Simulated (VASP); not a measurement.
# Mo (P6/mmm) in VASP: notebook

Mo is run at these levels: r2SCAN; tasks: single point.

Program: VASP 6.6.1. These are calculated values, not measurements. Logs are shortened: lines on timing, memory, paths and dates and some standing lists are left out, and cuts for length are marked.

**1. The cell of the first run**

The structure is hexagonal, space group P6/mmm (No. 191). Conventional cell: a = 2.708 Å, b = 2.708 Å, c = 2.496 Å, α = 90.00°, β = 90.00°, γ = 120.00°. Mo (site symmetry 6/mmm) has 8 Mo at 2.50 to 2.71 Å within 3.3 Å.

**2. Single point, r2SCAN (strain -0.015 along x and y, -0.015 along z)**

Contents of POSCAR:

```
Mo
1.0
    2.7075856644      0.0000000000      0.0000000000
   -1.3537928322      2.3448379683      0.0000000000
    0.0000000000      0.0000000000      2.4958920287
Mo
1
Direct
    0.0000000000      0.0000000000      0.5000000000
```

Contents of INCAR.step1:

```
SYSTEM = Mo
PREC     = Accurate       ! precision mode
ENCUT    = 520            ! plane-wave cutoff, eV
ISMEAR   = 0              ! smearing method
SIGMA    = 0.15           ! smearing width, eV
LREAL    = .FALSE.        ! projectors in reciprocal space
LASPH    = .TRUE.         ! aspherical terms in the spheres
NELM     = 100            ! most SCF steps
NBANDS   = 13             ! bands
GGA      = PE             ! functional
ALGO     = Normal         ! electronic algorithm
EDIFF    = 1E-4           ! SCF threshold, eV
LWAVE    = .TRUE.         ! write WAVECAR
LCHARG   = .FALSE.        ! write CHGCAR
```

Contents of INCAR.step2:

```
SYSTEM = Mo
PREC     = Accurate       ! precision mode
ENCUT    = 520            ! plane-wave cutoff, eV
EDIFF    = 1E-7           ! SCF threshold, eV
ISMEAR   = 0              ! smearing method
SIGMA    = 0.15           ! smearing width, eV
LREAL    = .FALSE.        ! projectors in reciprocal space
LASPH    = .TRUE.         ! aspherical terms in the spheres
NELM     = 100            ! most SCF steps
ALGO     = Normal         ! electronic algorithm
ISIF     = 2              ! what is computed and relaxed
LWAVE    = .FALSE.        ! write WAVECAR
LCHARG   = .FALSE.        ! write CHGCAR
METAGGA  = R2SCAN         ! meta-GGA
LMIXTAU  = .TRUE.       
NBANDS   = 13             ! bands
ISTART   = 1
```

Contents of KPOINTS:

```
Automatic mesh
0
G
  24 24 24
  0 0 0
```

Potentials or basis: VASP PAW PBE potentials, release 64 (Mo_sv).

Launch:

```bash
$ cat potpaw_PBE.64/Mo_sv/POTCAR > POTCAR
$ cp INCAR.step1 INCAR
$ mpirun -np 1 vasp_std > vasp.out
$ cp INCAR.step2 INCAR
$ mpirun -np 1 vasp_std > vasp.out
```

OUTCAR:

```text
SYSTEM = Mo
   PREC = Accurate
   ENCUT = 520
   EDIFF = 1E-7
   ISMEAR = 0
   LREAL = .FALSE.
   LASPH = .TRUE.
   NELM = 100
   ISIF = 2
   METAGGA = R2SCAN
   ISTART = 1

 ion  position               nearest neighbor table
   1  0.000  0.000  0.500-

  LATTYP: Found a hexagonal cell.
 ALAT       =     2.7075856644
 C/A-ratio  =     0.9218146120

  Lattice vectors:

 A1 = (   2.7075856644,   0.0000000000,   0.0000000000)
 A2 = (  -1.3537928322,   2.3448379683,   0.0000000000)
 A3 = (   0.0000000000,   0.0000000000,   2.4958920287)

Analysis of symmetry for initial positions (statically):
=====================================================================
 Subroutine PRICEL returns:
 Original cell was already a primitive cell.

 Routine SETGRP: Setting up the symmetry group for a
 hexagonal supercell.

 Subroutine GETGRP returns: Found 24 space group operations
 (whereof 24 operations were pure point group operations)
 out of a pool of 24 trial point group operations.

The static configuration has the point symmetry D_6h.

Analysis of symmetry for dynamics (positions and initial velocities):
=====================================================================
 Subroutine PRICEL returns:
 Original cell was already a primitive cell.

 Routine SETGRP: Setting up the symmetry group for a
 hexagonal supercell.

 Subroutine GETGRP returns: Found 24 space group operations
 (whereof 24 operations were pure point group operations)
 out of a pool of 24 trial point group operations.

The dynamic configuration has the point symmetry D_6h.

 Subroutine INISYM returns: Found 24 space group operations
 (whereof 24 operations are pure point group operations),
 and found     1 'primitive' translations

----------------------------------------------------------------------------------------

                                     Primitive cell

  volume of cell :      15.8460

  direct lattice vectors                    reciprocal lattice vectors
     2.707585664  0.000000000  0.000000000     0.369332728  0.213234350  0.000000000
    -1.353792832  2.344837968  0.000000000     0.000000000  0.426468700  0.000000000
     0.000000000  0.000000000  2.495892029     0.000000000  0.000000000  0.400658357

  length of vectors
     2.707585664  2.707585664  2.495892029     0.426468700  0.426468700  0.400658357

  position of ions in fractional coordinates (direct lattice)
     0.000000000  0.000000000  0.500000000

  ion indices of the primitive-cell ions
   primitive index   ion index
                 1           1

----------------------------------------------------------------------------------------

 KPOINTS: Automatic mesh

Automatic generation of k-mesh.
 Grid dimensions read from file:
 generate k-points for:   24   24   24

 Generating k-lattice:

  Cartesian coordinates                     Fractional coordinates (reciprocal lattice)
     0.015388864  0.008884765  0.000000000     0.041666667  0.000000000  0.000000000
     0.000000000  0.017769529  0.000000000     0.000000000  0.041666667  0.000000000
     0.000000000  0.000000000  0.016694098     0.000000000  0.000000000  0.041666667

  Length of vectors
     0.017769529  0.017769529  0.016694098

  Shift w.r.t. Gamma in fractional coordinates (k-lattice)
     0.000000000  0.000000000  0.000000000

 Subroutine IBZKPT returns following result:
 ===========================================

 Found    793 irreducible k-points:

 Following reciprocal coordinates:
            Coordinates               Weight
  0.000000  0.000000  0.000000      1.000000
  0.041667  0.000000  0.000000      6.000000
  0.083333  0.000000  0.000000      6.000000
  0.125000  0.000000  0.000000      6.000000
  0.166667  0.000000  0.000000      6.000000
  0.208333  0.000000  0.000000      6.000000
[... 16 lines left out ...]
  0.416667  0.041667  0.000000     12.000000
  0.458333  0.041667  0.000000     12.000000
 [... further k-points ...]
   k-points           NKPTS =    793   k-points in BZ     NKDIM =    793   number of bands    NBANDS=     13
   number of dos      NEDOS =    301   number of ions     NIONS =      1
   total plane-waves  NPLWV =   8000
   dimension x,y,z NGX =    20 NGY =   20 NGZ =   20
   dimension x,y,z NGXF=    40 NGYF=   40 NGZF=   40
   ions per type =               1
   NGX,Y,Z   is equivalent  to a cutoff of  12.28, 12.28, 13.32 a.u.
   NGXF,Y,Z  is equivalent  to a cutoff of  24.56, 24.56, 26.64 a.u.
 SYSTEM =  Mo
   PREC   = accura    normal or accurate (medium, high low for compatibility)
   ISTART =      1    job   : 0-new  1-cont  2-samecut
   ICHARG =      0    charge: 1-file 2-atom 10-const
   ISPIN  =      1    spin polarized calculation?
   LNONCOLLINEAR =      F non collinear calculations
   LSORBIT =      F    spin-orbit coupling
   LASPH  =      T    aspherical Exc in radial PAW
   ENCUT  =  520.0 eV  38.22 Ry    6.18 a.u.   5.03  5.03  4.64*2*pi/ulx,y,z
   NELM   =    100;   NELMIN=  2; NELMDL=  0     # of ELM steps
   EDIFF  = 0.1E-06   stopping-criterion for ELM
   LREAL  =      F    real-space projection
   EDIFFG = 0.1E-05   stopping-criterion for IOM
   NSW    =      0    number of steps for IOM
   IBRION =     -1    ionic relax: 0-MD 1-quasi-New 2-CG
   NFREE  =      0    steps in history (QN), initial steepest desc. (CG)
   ISIF   =      2    stress and relaxation
   ISYM   =      2    0-nonsym 1-usesym 2-fastsym
   POTIM  = 0.5000    time-step for ionic-motion
   TEBEG  =    0.0;   TEEND  =   0.0 temperature during run
   PSTRESS=    0.0 pullay stress
   NELECT =      14.0000    total number of electrons
   NUPDOWN=      -1.0000    fix difference up-down
   EMIN   =  10.00;   EMAX   =-10.00  energy-range for DOS
   EFERMI =   0.00;   METHOD = LEGACY
   ISMEAR =     0;   SIGMA  =   0.15  broadening in eV -4-tet -1-fermi 0-gaus
   EFERMI_NEDOS =   21; number of points for ismear=-14 and -15
   IALGO  =     38    algorithm
   IMIX   =      4    mixing-type and parameters
     AMIX     =   0.40;   BMIX     =  1.00
     AMIX_MAG =   1.60;   BMIX_MAG =  1.00
  volume/ion in A,a.u.               =      15.85       106.93
  Fermi-wavevector in a.u.,A,eV,Ry     =   1.570883  2.968539 33.574744  2.467674
  Thomas-Fermi vector in A             =   2.672550
   LORBIT       =      0    0 simple, 1 ext, 2 COOP (PROOUT), +10 PAW based schemes
   METAGGA = R2SCAN    functional components
   LHFCALC =     F    Hartree Fock is set to
   AEXX    =    0.0000 exact exchange contribution
   IVDW    =     0    specifies the selected vdW correction
   LEPSILON=     F    determine dielectric tensor
   LRPA    =     F    only Hartree local field effects (RPA)
 non-spin polarized calculation
 Gauss-broadening in eV      SIGMA  =   0.15
  energy-cutoff  :      520.00
  volume of cell :       15.85
 maximum number of plane-waves:       447
   NGX = 11   NGY = 11   NGZ =  9

 number of electron      14.0000003 magnetization

 Free energy of the ion-electron system (eV)
  ---------------------------------------------------
  ext. energy  EPLUGINS =         0.00000000
  ---------------------------------------------------
  free energy    TOTEN  =       -25.12137522 eV

  energy without entropy =      -25.11161055  energy(sigma->0) =      -25.11649288

 E-fermi :  12.2489     XC(G=0): -14.4168

 val. band max:       12.2460971241   @ k =   0.0000   0.0000   0.4583
 cond. band min:      12.2521504119   @ k =   0.1250   0.1250   0.5000
 fundamental gap:      0.0060532878
 Fermi energy:        12.2489050870

 k-point     1 :       0.0000    0.0000    0.0000
  band No.  band energies     occupation
      1     -50.7918      2.00000
      2     -23.2005      2.00000
      3     -23.2005      2.00000
      4     -23.0303      2.00000
      5       4.9221      2.00000
      6       7.2712      2.00000
      7      11.1927      2.00000
      8      11.1927      2.00000
      9      16.9299      0.00000
     10      16.9299      0.00000
     11      25.6819      0.00000
     12      29.7539      0.00000
     13      34.3930      0.00000

 k-point     2 :       0.0417    0.0000    0.0000
  band No.  band energies     occupation
      1     -50.7871      2.00000
      2     -23.2305      2.00000
      3     -23.2071      2.00000
      4     -23.0273      2.00000
      5       4.9980      2.00000
      6       7.3025      2.00000
      7      11.1132      2.00000
      8      11.2612      2.00000
      9      16.8502      0.00000
     10      16.9170      0.00000
     11      25.8587      0.00000
     12      29.9017      0.00000
     13      33.9305      0.00000

 k-point     3 :       0.0833    0.0000    0.0000
  band No.  band energies     occupation
      1     -50.7734      2.00000
      2     -23.3178      2.00000
      3     -23.2264      2.00000
      4     -23.0185      2.00000
      5       5.2185      2.00000
      6       7.3952      2.00000
      7      10.8949      2.00000
      8      11.4653      2.00000
      9      16.6248      0.00000
     10      16.8794      0.00000
     11      26.3614      0.00000
     12      30.3287      0.00000
     13      32.9010      0.00000

 k-point     4 :       0.1250    0.0000    0.0000
  band No.  band energies     occupation
      1     -50.7515      2.00000
      2     -23.4553      2.00000
      3     -23.2569      2.00000
      4     -23.0045      2.00000
      5       5.5611      2.00000
      6       7.5447      2.00000
      7      10.5939      2.00000
      8      11.8000      1.99998
      9      16.2881      0.00000
     10      16.8202      0.00000
     11      27.1035      0.00000
     12      30.9912      0.00000
     13      31.7244      0.00000

 k-point     5 :       0.1667    0.0000    0.0000
  band No.  band energies     occupation
      1     -50.7228      2.00000
      2     -23.6317      2.00000
      3     -23.2964      2.00000
      4     -22.9862      2.00000
      5       5.9857      2.00000
      6       7.7349      2.00000
      7      10.2950      2.00000
      8      12.2572      0.93736
      9      15.8827      0.00000
     10      16.7441      0.00000
     11      27.8738      0.00000
     12      30.6869      0.00000
     13      31.8279      0.00000
[... 257 lines left out ...]
 k-point    22 :       0.3750    0.0417    0.0000
  band No.  band energies     occupation
      1     -50.5387      2.00000
      2     -24.6682      2.00000
      3     -23.5551      2.00000
      4     -22.8697      2.00000
      5       7.0307      2.00000
      6       8.4088      2.00000
      7      12.2156      1.24634
      8      13.8900      0.00000
      9      16.1915      0.00000
     10      16.2509      0.00000
     11      24.1615      0.00000
     12      27.4938      0.00000
     13      31.0199      0.00000

 k-point    23 :       0.4167    0.0417    0.0000
  band No.  band energies     occupation
      1     -50.5200      2.00000
      2     -24.7666      2.00000
      3     -23.5798      2.00000
      4     -22.8580      2.00000
      5       6.9154      2.00000
      6       8.5530      2.00000
      7      12.7799      0.00000
      8      13.7241      0.00000
      9      16.2052      0.00000
     10      16.7614      0.00000
     11      23.6123      0.00000
     12      26.8848      0.00000
     13      30.5205      0.00000

 k-point    24 :       0.4583    0.0417    0.0000
  band No.  band energies     occupation
      1     -50.5103      2.00000
      2     -24.8173      2.00000
      3     -23.5925      2.00000
      4     -22.8519      2.00000
      5       6.8512      2.00000
      6       8.6317      2.00000
      7      13.1012      0.00000
      8      13.6399      0.00000
      9      16.1817      0.00000
     10      17.0852      0.00000
     11      23.3161      0.00000
     12      26.5381      0.00000
     13      30.2319      0.00000

 [... further k-points ...]
[... 5 lines left out ...]
  --------------------------------------------------------------------------------------
  -------------------------------------------------------------------------------------
  Total        1.2789630      1.2789630      0.9505652     -0.0000000     -0.0000000      0.0000000
  in kB      129.3146540    129.3146540     96.1106847     -0.0000000     -0.0000000      0.0000000
  external PRESSURE =     118.2466643 kB  Pullay stress =       0.0000000 kB

 VOLUME and BASIS-vectors are now :
 -----------------------------------------------------------------------------
  energy-cutoff  :      520.00
  volume of cell :       15.85
      direct lattice vectors                 reciprocal lattice vectors
     2.707585664  0.000000000  0.000000000     0.369332728  0.213234350  0.000000000
    -1.353792832  2.344837968  0.000000000     0.000000000  0.426468700  0.000000000
     0.000000000  0.000000000  2.495892029     0.000000000  0.000000000  0.400658357

 POSITION                                       TOTAL-FORCE (eV/Angst)
 -----------------------------------------------------------------------------------
      0.00000      0.00000      1.24795        -0.000000      0.000000      0.000000
 -----------------------------------------------------------------------------------
    total drift:                               -0.000000      0.000000     -0.000000

  FREE ENERGIE OF THE ION-ELECTRON SYSTEM (eV)
  ---------------------------------------------------
  free  energy   TOTEN  =       -25.1213752154 eV

  energy  without entropy=      -25.1116105540  energy(sigma->0) =      -25.11649288
```

Run time: 4.1 min. Hardware: 1 thread of Intel Xeon 6975P-C (Granite Rapids), shared host; peak memory 0.26 GiB.

What came out:

```yaml
Free_energy: -25.1214 eV
Pressure: 11.8 GPa
Band_gap_on_the_k_mesh: zero (band 7 reaches 13.27 eV, above the bottom of band 8 at 11.19 eV)
```

Caveat: the cell differs from its parent crystal (strain -0.015 along x and y, -0.015 along z); the PAW data sets were made with another functional, which shifts forces and pressure a little.

(Continued in part 2 of 2.)
